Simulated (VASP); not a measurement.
Set up this calculation in VASP 6.6.1, as the native input.

```
Task                   : single point
Functional             : r2SCAN
Potentials or basis    : VASP PAW PBE potentials, release 64 (Mg, Ti_sv, N)
Cutoff                 : 520 eV
k mesh                 : 6 × 6 × 6
Occupations            : gaussian, width 0.1 eV
Spin                   : no spin polarisation
Dipole correction      : no
Further INCAR settings : ALGO = Normal; EDIFF = 1e-06; NBANDS = 26
```

Crystal: Mg3TiN3.

```
Mg Ti N
1.0
     3.05782    1.76543    2.50281
    -3.05782    1.76543    2.50281
     0.00000   -3.53086    2.50281
Mg Ti N
3 1 3
Cartesian
  -1.5141 0.8742 5.0052
  1.5141 0.8742 5.0052
  0.0000 -1.7484 5.0052
  0.0000 0.0000 0.1763
  1.5672 -0.9048 6.1988
  -1.5672 -0.9048 6.1988
  0.0000 1.8096 6.1988
```

These files were run (other wordings do the same):

POSCAR

```
Mg3TiN3
1.0
    3.0578158474      1.7654308026      2.5028098887
   -3.0578158474      1.7654308026      2.5028098887
    0.0000000000     -3.5308616052      2.5028098887
Mg Ti N
3 1 3
Direct
    0.5015583004      0.9967231874      0.5015583004
    0.9967231874      0.5015583004      0.5015583004
    0.5015583004      0.5015583004      0.9967231874
    0.0234807710      0.0234807710      0.0234807710
    0.9964211574      0.4839119368      0.9964211574
    0.4839119368      0.9964211574      0.9964211574
    0.9964211574      0.9964211574      0.4839119368
```

INCAR.step1

```
  PREC = Accurate
  ENCUT = 520
  ISMEAR = 0
  SIGMA = 0.1
  LREAL = False
  LASPH = True
  NELM = 100
  NBANDS = 26
  GGA = PE
  ALGO = Normal
  EDIFF = 1E-4
  LWAVE = True
  LCHARG = False
```

INCAR.step2

```
  PREC = Accurate
  ENCUT = 520
  EDIFF = 1E-6
  ISMEAR = 0
  SIGMA = 0.1
  LREAL = False
  LASPH = True
  NELM = 100
  ALGO = Normal
  ISIF = 2
  LWAVE = False
  LCHARG = False
  METAGGA = R2SCAN
  LMIXTAU = True
  NBANDS = 26
  ISTART = 1
```

KPOINTS

```
Automatic mesh
0
Gamma
  6 6 6
```

Potentials or basis: VASP PAW PBE potentials, release 64 (Mg, Ti_sv, N).

Launch:

```sh
$ cat potpaw_PBE.64/Mg/POTCAR potpaw_PBE.64/Ti_sv/POTCAR potpaw_PBE.64/N/POTCAR > POTCAR
$ cp INCAR.step1 INCAR
$ mpirun -np 1 vasp_std > vasp.out
$ cp INCAR.step2 INCAR
$ mpirun -np 1 vasp_std > vasp.out
```

Results of the run:

```json
{"Pressure": "-3.4 GPa", "Largest force": "0.036 eV/Å"}
```

Caveat: the PAW data sets were made with another functional, which shifts forces and pressure a little.

Wall time 2.2 min on 1 thread of Intel Xeon 6975P-C, with other jobs on the host, peak memory 0.23 GiB.
